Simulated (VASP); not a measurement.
Input of a VASP 6.6.1 run:

The input INCAR:

```
PREC = Accurate
ENCUT = 520
EDIFF = 1E-6
ISMEAR = 0
SIGMA = 0.1
LREAL = False
LASPH = True
NELM = 100
ALGO = Normal
ISIF = 2
LWAVE = False
LCHARG = False
NBANDS = 53
LUSENCCL = False
```

File KPOINTS:

```
regular mesh
0
Gamma
  8 8 4
```

The input POSCAR:

```
SrCu2Sb2
1.0
    4.4751762315      0.0000000000      0.0000000000
    0.0000000000      4.4751762315      0.0000000000
    0.0000000000      0.0000000000     10.4903215581
Sr Cu Sb
2 4 4
Direct
    0.5000000000      0.0000000000      0.2368762889
    0.0000000000      0.5000000000      0.7631237111
    0.5000000000      0.0000000000      0.6325630872
    0.0000000000      0.0000000000      0.0000000000
    0.0000000000      0.5000000000      0.3674369128
    0.5000000000      0.5000000000      0.0000000000
    0.0000000000      0.5000000000      0.1282820352
    0.5000000000      0.5000000000      0.5000000000
    0.0000000000      0.0000000000      0.5000000000
    0.5000000000      0.0000000000      0.8717179648
```

Potentials or basis: VASP PAW LDA potentials, release 64 (Sr_sv, Cu, Sb).

Command:

```sh
$ cat potpaw_LDA.64/Sr_sv/POTCAR potpaw_LDA.64/Cu/POTCAR potpaw_LDA.64/Sb/POTCAR > POTCAR
$ mpirun -np 1 vasp_std > vasp.out
```

**Question.** What does it give for the pressure?

**Answer.** 0.6 GPa.

**Question.** Estimate the band gap on the k mesh.

**Answer.** Zero (bands 42 and 43 overlap by 1.13 eV).

Forces in eV/Å, atoms in the order of the input:
```
Sr   0.000  0.000  0.003
Sr   0.000  0.000 -0.003
Cu   0.000  0.000  0.019
Cu   0.000  0.000  0.000
Cu   0.000  0.000 -0.019
Cu   0.000  0.000  0.000
Sb   0.000  0.000  0.017
Sb   0.000  0.000  0.000
Sb   0.000  0.000  0.000
Sb   0.000  0.000 -0.017
```

Caveat: spin-orbit coupling is left out, which moves the levels of the heavy elements.
